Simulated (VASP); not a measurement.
# Au (Im-3m) in VASP: a series of runs

Runs on Au. Level: PBEsol. Tasks: single point.

All numbers are computed with VASP 6.6.1; they aren't measurements. Logs are shortened: lines on timing, memory, paths and dates and some standing lists are left out, and cuts for length are marked.

## 1. The cell of the first run

Symmetry: Im-3m, No. 229, cubic system. The conventional cell has a = 3.315 Å, b = 3.315 Å, c = 3.315 Å, α = 90.00°, β = 90.00°, γ = 90.00°. Au (site symmetry m-3m) has 14 Au at 2.87 to 3.31 Å within 3.8 Å.

## 2. Single point, PBEsol

INCAR reads:

```
SYSTEM = Au
PREC = Accurate
ENCUT = 500
EDIFF = 1E-6
ISMEAR = 1
SIGMA = 0.1
LREAL = .FALSE.
LASPH = .TRUE.
NELM = 120
ALGO = Normal
ISIF = 2
LWAVE = .FALSE.
LCHARG = .FALSE.
GGA = PS
NBANDS = 12
GGA_COMPAT = .FALSE.
```

KPOINTS reads:

```
Automatic mesh
0
Gamma
  6 6 6
  0.5 0.5 0.5
```

POSCAR reads:

```
Au
1.0
   -1.6572700000      1.6572700000      1.6572700000
    1.6572700000     -1.6572700000      1.6572700000
    1.6572700000      1.6572700000     -1.6572700000
Au
1
Direct
    0.0000000000      0.0000000000      0.0000000000
```

Potentials or basis: VASP PAW PBE potentials, release 64 (Au).

Command:

```sh
$ cat potpaw_PBE.64/Au/POTCAR > POTCAR
$ mpirun -np 1 vasp_std > vasp.out
```

OUTCAR:

```text
SYSTEM = Au
   PREC = Accurate
   ENCUT = 500
   EDIFF = 1E-6
   ISMEAR = 1
   LREAL = .FALSE.
   LASPH = .TRUE.
   NELM = 120
   ISIF = 2
   GGA = PS

 ion  position               nearest neighbor table
   1  0.000  0.000  0.000-

  LATTYP: Found a body centered cubic cell.
 ALAT       =     3.3145400000

  Lattice vectors:

 A1 = (  -1.6572700000,   1.6572700000,   1.6572700000)
 A2 = (   1.6572700000,  -1.6572700000,   1.6572700000)
 A3 = (   1.6572700000,   1.6572700000,  -1.6572700000)

Analysis of symmetry for initial positions (statically):
=====================================================================
 Subroutine PRICEL returns:
 Original cell was already a primitive cell.

 Routine SETGRP: Setting up the symmetry group for a
 body centered cubic supercell.

 Subroutine GETGRP returns: Found 48 space group operations
 (whereof 48 operations were pure point group operations)
 out of a pool of 48 trial point group operations.

The static configuration has the point symmetry O_h .

Analysis of symmetry for dynamics (positions and initial velocities):
=====================================================================
 Subroutine PRICEL returns:
 Original cell was already a primitive cell.

 Routine SETGRP: Setting up the symmetry group for a
 body centered cubic supercell.

 Subroutine GETGRP returns: Found 48 space group operations
 (whereof 48 operations were pure point group operations)
 out of a pool of 48 trial point group operations.

The dynamic configuration has the point symmetry O_h .

 Subroutine INISYM returns: Found 48 space group operations
 (whereof 48 operations are pure point group operations),
 and found     1 'primitive' translations

----------------------------------------------------------------------------------------

                                     Primitive cell

  volume of cell :      18.2071

  direct lattice vectors                    reciprocal lattice vectors
    -1.657270000  1.657270000  1.657270000     0.000000000  0.301700990  0.301700990
     1.657270000 -1.657270000  1.657270000     0.301700990  0.000000000  0.301700990
     1.657270000  1.657270000 -1.657270000     0.301700990  0.301700990  0.000000000

  length of vectors
     2.870475842  2.870475842  2.870475842     0.426669632  0.426669632  0.426669632

  position of ions in fractional coordinates (direct lattice)
[... 71 lines left out ...]
   NFREE  =      0    steps in history (QN), initial steepest desc. (CG)
   ISIF   =      2    stress and relaxation
   ISYM   =      2    0-nonsym 1-usesym 2-fastsym
   POTIM  = 0.5000    time-step for ionic-motion
   TEBEG  =    0.0;   TEEND  =   0.0 temperature during run
   PSTRESS=    0.0 pullay stress
   NELECT =      11.0000    total number of electrons
   NUPDOWN=      -1.0000    fix difference up-down
   EMIN   =  10.00;   EMAX   =-10.00  energy-range for DOS
   EFERMI =   0.00;   METHOD = LEGACY
   ISMEAR =     1;   SIGMA  =   0.10  broadening in eV -4-tet -1-fermi 0-gaus
   EFERMI_NEDOS =   21; number of points for ismear=-14 and -15
   IALGO  =     38    algorithm
   IMIX   =      4    mixing-type and parameters
     AMIX     =   0.40;   BMIX     =  1.00
     AMIX_MAG =   1.60;   BMIX_MAG =  1.00
  volume/ion in A,a.u.               =      18.21       122.87
  Fermi-wavevector in a.u.,A,eV,Ry     =   1.383967  2.615319 26.060125  1.915365
  Thomas-Fermi vector in A             =   2.508516
   LORBIT       =      0    0 simple, 1 ext, 2 COOP (PROOUT), +10 PAW based schemes
   GGA     = PS    functional components
   LHFCALC =     F    Hartree Fock is set to
   AEXX    =    0.0000 exact exchange contribution
   IVDW    =     0    specifies the selected vdW correction
   LEPSILON=     F    determine dielectric tensor
   LRPA    =     F    only Hartree local field effects (RPA)
 non-spin polarized calculation
 Methfessel and Paxton  Order N= 1 SIGMA  =   0.10
  energy-cutoff  :      500.00
  volume of cell :       18.21
 maximum number of plane-waves:       471
 NGX is ok and might be reduce to    24
   NGX = 11   NGY = 11   NGZ = 11

 number of electron      10.9999998 magnetization

 Free energy of the ion-electron system (eV)
  ---------------------------------------------------
  ext. energy  EPLUGINS =         0.00000000
  ---------------------------------------------------
  free energy    TOTEN  =        -3.87072357 eV

  energy without entropy =       -3.86916971  energy(sigma->0) =       -3.87020561

 E-fermi :   7.3199     XC(G=0): -12.4998

 val. band max:        7.3039151321   @ k =  -0.2500   0.4167   0.0833
 cond. band min:       9.0995566398   @ k =  -0.4167   0.4167   0.2500
 fundamental gap:      1.7956415077
 Fermi energy:         7.3198887858

 k-point     1 :       0.0833    0.0833    0.0833
  band No.  band energies     occupation
      1       0.3252      2.00000
      2       3.4071      2.00000
      3       3.4071      2.00000
      4       4.8812      2.00000
      5       5.3564      2.00000
      6       5.3564      2.00000
      7      23.1948      0.00000
      8      23.1948      0.00000
      9      23.7168      0.00000
     10      25.7980      0.00000
     11      30.4694      0.00000
     12      30.4694      0.00000
[... 181 lines left out ...]
 k-point    14 :      -0.4167    0.4167    0.4167
  band No.  band energies     occupation
      1       2.1600      2.00000
      2       2.2213      2.00000
      3       5.9846      2.00000
      4       5.9846      2.00000
      5       6.2732      2.00000
      6      11.6286      0.00000
      7      15.4800      0.00000
      8      15.4800      0.00000
      9      19.0007      0.00000
     10      23.4433      0.00000
     11      24.6219      0.00000
     12      32.9525      0.00000

------------------------ aborting loop because EDIFF is reached ----------------------------------------

  FORCE on cell =-STRESS in cart. coord.  units (eV):
  Direction    XX          YY          ZZ          XY          YZ          ZX
  --------------------------------------------------------------------------------------
  -------------------------------------------------------------------------------------
  Total       -1.1108748     -1.1108748     -1.1108748      0.0000000     -0.0000000      0.0000000
  in kB      -97.7543026    -97.7543026    -97.7543026      0.0000000     -0.0000000      0.0000000
  external PRESSURE =     -97.7543026 kB  Pullay stress =       0.0000000 kB

 VOLUME and BASIS-vectors are now :
 -----------------------------------------------------------------------------
  energy-cutoff  :      500.00
  volume of cell :       18.21
      direct lattice vectors                 reciprocal lattice vectors
    -1.657270000  1.657270000  1.657270000     0.000000000  0.301700990  0.301700990
     1.657270000 -1.657270000  1.657270000     0.301700990  0.000000000  0.301700990
     1.657270000  1.657270000 -1.657270000     0.301700990  0.301700990  0.000000000

 POSITION                                       TOTAL-FORCE (eV/Angst)
 -----------------------------------------------------------------------------------
      0.00000      0.00000      0.00000         0.000000      0.000000     -0.000000
 -----------------------------------------------------------------------------------
    total drift:                                0.000000      0.000000      0.000000

  FREE ENERGIE OF THE ION-ELECTRON SYSTEM (eV)
  ---------------------------------------------------
  free  energy   TOTEN  =        -3.8707235650 eV

  energy  without entropy=       -3.8691697100  energy(sigma->0) =       -3.87020561
```

stdout:

```text
POSCAR found type information on POSCAR Au
 POSCAR found :  1 types and       1 ions
 scaLAPACK will be used
 -----------------------------------------------------------------------------
|                                                                             |
|                                                                             |
|     You enforced a specific xc type in the INCAR file but a different       |
|     I HOPE YOU KNOW WHAT YOU ARE DOING!                                     |
|                                                                             |
 -----------------------------------------------------------------------------

 LDA part: xc-table for (Slater+PW92), standard interpolation
 POSCAR, INCAR and KPOINTS ok, starting setup
 FFT: planning ... GRIDC
 FFT: planning ... GRID_SOFT
 FFT: planning ... GRID
 WAVECAR not read
 entering main loop
```

It took 5.1 s on 1 thread of Intel Xeon 8259CL, shared host; peak memory 0.14 GiB.

Results:

```
Free energy : -3.8707 eV
Pressure    : -9.8 GPa
```

Levels at points of the mesh, in eV from the Fermi level:
```csv
k point,band 3,band 4,band 5,band 6,band 7,band 8
"(0.08, 0.08, 0.08)",-3.91,-2.44,-1.96,-1.96,15.87,15.87
```

Caveat: the k points lie up to 0.45 Å⁻¹ apart; the PAW data sets were made with another functional, which shifts forces and pressure a little; spin-orbit coupling is left out, which moves the levels of the heavy elements.

## 3. Single point, PBEsol, non-collinear spin, zero start, spin-orbit coupling

INCAR reads:

```
  ALGO = Normal
  EDIFF = 1E-6
  ENCUT = 500
  GGA = PS
  GGA_COMPAT = False
  ISIF = 2
  ISMEAR = 1
  LASPH = True
  LCHARG = False
  LMAXMIX = 4
  LORBIT = 11
  LORBMOM = True
  LREAL = False
  LSORBIT = True
  LWAVE = False
  MAGMOM = 0 0 0
  NBANDS = 22
  NELM = 200
  PREC = Accurate
  SIGMA = 0.1
```

KPOINTS is that of step 2.

POSCAR is that of step 2.

Potentials or basis: VASP PAW PBE potentials, release 64 (Au).

Command:

```sh
$ cat potpaw_PBE.64/Au/POTCAR > POTCAR
$ mpirun -np 1 vasp_ncl > vasp.out
```

Wall time 23 s (1 thread of Intel Xeon 8259CL, shared host); peak memory 0.19 GiB.

It converged, with:

| Property | Result |
| --- | --- |
| Free energy | -4.1589 eV |
| Pressure | -10.7 GPa |
| Net moment | 0.00 μB per cell |
| Valence electrons inside the program's atomic spheres | Au 9.56 |

Moments on the atoms (μB; x, y, z):
```
Au  0.00 0.00 0.00
```

Caveat: the k points lie up to 0.45 Å⁻¹ apart; the PAW data sets were made with another functional, which shifts forces and pressure a little.
